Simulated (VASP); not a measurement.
# Li2Pt (P6/mmm) in VASP: a series of runs, part 2 of 2

VASP 6.6.1. The steps go on from the part before.

### Step 3. Electric field gradients, LDA (equal xx and yy strain of -2 %)

The input, INCAR:

```
PREC = Accurate
ENCUT = 520
EDIFF = 1E-8
ISMEAR = -1
SIGMA = 0.03
LREAL = False
LASPH = True
NELM = 60
ALGO = Normal
ISIF = 2
LWAVE = False
LCHARG = False
LEFG = True
NBANDS = 15
```

The input, KPOINTS:

```
regular mesh
0
Gamma
  9 9 12
```

The input, POSCAR:

```
Li2Pt
1.0
    4.1022790069      0.0000000000      0.0000000000
   -2.0511395034      3.5526778334      0.0000000000
    0.0000000000      0.0000000000      2.6610000000
Li Pt
2 1
Direct
    0.3333333333      0.6666666667      0.5000000000
    0.6666666667      0.3333333333      0.5000000000
    0.0000000000      0.0000000000      0.0000000000
```

Potentials or basis: VASP PAW LDA potentials, release 64 (Li_sv, Pt).

Started as:

```sh
cat potpaw_LDA.64/Li_sv/POTCAR potpaw_LDA.64/Pt/POTCAR > POTCAR
mpirun -np 1 vasp_std > vasp.out
```

OUTCAR:

```text
PREC = Accurate
   ENCUT = 520
   EDIFF = 1E-8
   ISMEAR = -1
   LREAL = False
   LASPH = True
   NELM = 60
   ISIF = 2

 ion  position               nearest neighbor table
   1  0.333  0.667  0.500-   2 2.37   2 2.37   2 2.37   3 2.72   3 2.72   3 2.72   3 2.72   3 2.72
                             3 2.72
   2  0.667  0.333  0.500-   1 2.37   1 2.37   1 2.37   3 2.72   3 2.72   3 2.72   3 2.72   3 2.72
                             3 2.72
   3  0.000  0.000  0.000-   1 2.72   2 2.72   1 2.72   2 2.72   1 2.72   1 2.72   2 2.72   2 2.72
                             2 2.72   2 2.72   1 2.72   1 2.72

  LATTYP: Found a hexagonal cell.
 ALAT       =     4.1022790069
 C/A-ratio  =     0.6486638270

[... 658 lines left out ...]
 ion       V_xx      V_yy      V_zz      V_xy      V_xz      V_yz
---------------------------------------------------------------------
   1      -0.058    -0.061     0.118    -0.003     0.000    -0.000
   2      -0.058    -0.061     0.118    -0.003     0.000    -0.000
   3     172.963   172.963  -345.926    -0.000     0.000     0.000
---------------------------------------------------------------------

 Electric field gradients after diagonalization (V/A^2)
 (convention: |V_zz| > |V_xx| > |V_yy|)
----------------------------------------------------------------------
 ion       V_xx      V_yy      V_zz     asymmetry (V_yy - V_xx)/ V_zz
----------------------------------------------------------------------
   1      -0.062    -0.056     0.118       0.051
   2      -0.062    -0.056     0.118       0.051
   3     172.963   172.963  -345.926       0.000
----------------------------------------------------------------------

           NMR quadrupolar parameters

 Cq : quadrupolar parameter    Cq=e*Q*V_zz/h
 eta: asymmetry parameters     (V_yy - V_xx)/ V_zz
 Q  : nuclear electric quadrupole moment in mb (millibarn)
----------------------------------------------------------------------
 ion       Cq(MHz)       eta       Q (mb)
----------------------------------------------------------------------
   1       0.000       0.051       1.000
   2       0.000       0.051       1.000
   3      -0.836       0.000       1.000
----------------------------------------------------------------------
```

OSZICAR:

```text
N       E                     dE             d eps       ncg     rms          rms(c)
DAV:   1     0.726899594589E+02    0.72690E+02   -0.72371E+03  2600   0.110E+03
DAV:   2    -0.642438510610E+01   -0.79114E+02   -0.72123E+02  3073   0.239E+02
DAV:   3    -0.138425701152E+02   -0.74182E+01   -0.72502E+01  4771   0.482E+01
DAV:   4    -0.139510557848E+02   -0.10849E+00   -0.10832E+00  2842   0.822E+00
DAV:   5    -0.139526998766E+02   -0.16441E-02   -0.16440E-02  3530   0.789E-01    0.784E+00
DAV:   6    -0.133897577402E+02    0.56294E+00   -0.27766E+00  2744   0.143E+01    0.267E+00
DAV:   7    -0.131872883918E+02    0.20247E+00   -0.32822E-01  2730   0.518E+00    0.967E-01
DAV:   8    -0.131718137053E+02    0.15475E-01   -0.17997E-02  3477   0.931E-01    0.467E-01
DAV:   9    -0.131689731216E+02    0.28406E-02   -0.72675E-03  3303   0.693E-01    0.894E-02
DAV:  10    -0.131689993376E+02   -0.26216E-04   -0.13922E-04  3291   0.953E-02    0.203E-02
DAV:  11    -0.131690005373E+02   -0.11997E-05   -0.94018E-06  3420   0.252E-02    0.266E-03
DAV:  12    -0.131690004540E+02    0.83314E-07   -0.28414E-07  3290   0.441E-03    0.730E-04
DAV:  13    -0.131690004544E+02   -0.47135E-09   -0.13029E-08  3083   0.822E-04
   1 F= -.13169000E+02 E0= -.13166931E+02  d E =-.413876E-02
```

It took 27 s on 1 thread of Intel Xeon Platinum 8259CL at 2.50GHz (Skylake/Cascade Lake), shared host; peak memory 0.17 GiB.

Results:

```yaml
Free_energy: -13.1690 eV
Band_gap_on_the_k_mesh: zero (bands 8 and 9 overlap by 1.83 eV)
Largest_electric_field_gradient_by_atom: Li +0.1; Pt -345.9 V/Å²
```

Electric field gradients, principal values (V/Å²):
| atom | least | middle | greatest (by size) |
| --- | --- | --- | --- |
| 1 Li | -0.056 | -0.062 | 0.118 |
| 2 Li | -0.056 | -0.062 | 0.118 |
| 3 Pt | 172.963 | 172.963 | -345.926 |

Caveat: the cell differs from its parent crystal (equal xx and yy strain of -2 %); without QUAD_EFG the Cq values of the log hold for a quadrupole moment of 1 mb, not for the nuclei; spin-orbit coupling is left out, which moves the levels of the heavy elements.
